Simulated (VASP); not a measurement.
Input of a VASP 6.6.1 run:

File INCAR:

```
SYSTEM = CdSe
PREC     = Accurate       ! precision mode
ENCUT    = 500            ! plane-wave cutoff, eV
EDIFF    = 1E-6           ! SCF threshold, eV
ISMEAR   = 0              ! smearing method
SIGMA    = 0.01           ! smearing width, eV
LREAL    = .FALSE.        ! projectors in reciprocal space
LASPH    = .TRUE.         ! aspherical terms in the spheres
NELM     = 120            ! most SCF steps
ALGO     = Normal         ! electronic algorithm
ISIF     = 2              ! what is computed and relaxed
LWAVE    = .FALSE.        ! write WAVECAR
LCHARG   = .FALSE.        ! write CHGCAR
GGA      = PE             ! functional
NBANDS   = 16             ! bands
GGA_COMPAT= .FALSE.
```

File KPOINTS:

```
Automatic mesh
0
G
  6 6 6
  0 0 0
```

File POSCAR:

```
CdSe
1.0
    0.0000000000      3.0986163655      3.0986163655
    3.0986163655      0.0000000000      3.0986163655
    3.0986163655      3.0986163655      0.0000000000
Cd Se
1 1
Direct
    0.0000000000      0.0000000000      0.0000000000
    0.7500000000      0.7500000000      0.7500000000
```

Potentials or basis: VASP PAW PBE potentials, release 64 (Cd, Se).

The run is started by

```sh
$ cat potpaw_PBE.64/Cd/POTCAR potpaw_PBE.64/Se/POTCAR > POTCAR
$ mpirun -np 1 vasp_std > vasp.out
```

**Question.** Predict the band gap on the k mesh.

**Answer.** 0.49 eV, direct.

**Question.** Estimate the pressure.

**Answer.** 0.2 GPa.

Expect the measured gap to be larger: semilocal functionals such as PBE lack the derivative discontinuity.
